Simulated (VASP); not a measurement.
Wanted: the native input for a VASP 6.6.1 run.

- Task: single point
- Functional: PBE
- Potentials or basis: VASP PAW PBE potentials, release 64 (B, N)
- Cutoff: 520 eV
- k mesh: 12 × 12 × 12
- Occupations: fermi-dirac, width 0.02 eV
- Spin: no spin polarisation
- Dipole correction: no
- Further INCAR settings: ALGO = Normal; EDIFF = 1e-06; NBANDS = 11

The structure of BN lies in POSCAR:

```
BN
1.0
    0.0000000000      1.8856816338      1.7693476874
    1.8856816338      0.0000000000      1.7693476874
    1.8856816338      1.8856816338      0.0000000000
B N
1 1
Direct
    0.0000000000      0.0000000000      0.0000000000
    0.2500000000      0.2500000000      0.2500000000
```

This cell differs from its parent crystal: epitaxial xy strain +4.5%.

These files were run (other wordings do the same):

INCAR

```
SYSTEM = BN
PREC     = Accurate       ! precision mode
ENCUT    = 520            ! plane-wave cutoff, eV
EDIFF    = 1E-6           ! SCF threshold, eV
ISMEAR   = -1             ! smearing method
SIGMA    = 0.02           ! smearing width, eV
LREAL    = .False.        ! projectors in reciprocal space
LASPH    = .True.         ! aspherical terms in the spheres
NELM     = 100            ! most SCF steps
ALGO     = Normal         ! electronic algorithm
ISIF     = 2              ! what is computed and relaxed
LWAVE    = .False.        ! write WAVECAR
LCHARG   = .False.        ! write CHGCAR
GGA      = PE             ! functional
NBANDS   = 11             ! bands
```

KPOINTS

```
regular mesh
0
Gamma
  12 12 12
  0 0 0
```

Potentials or basis: VASP PAW PBE potentials, release 64 (B, N).

Launch:

```sh
$ cat potpaw_PBE.64/B/POTCAR potpaw_PBE.64/N/POTCAR > POTCAR
$ mpirun -np 1 vasp_std > vasp.out
```

Results of the run:

The pressure is -18.5 GPa and the band gap on the k mesh is 3.39 eV, indirect (least direct gap 7.90 eV).

Caveat: the cell differs from its parent crystal (epitaxial xy strain +4.5%).

It took 25 s on 1 thread of Intel Xeon 8259CL, with other jobs on the host, peak memory 0.13 GiB.
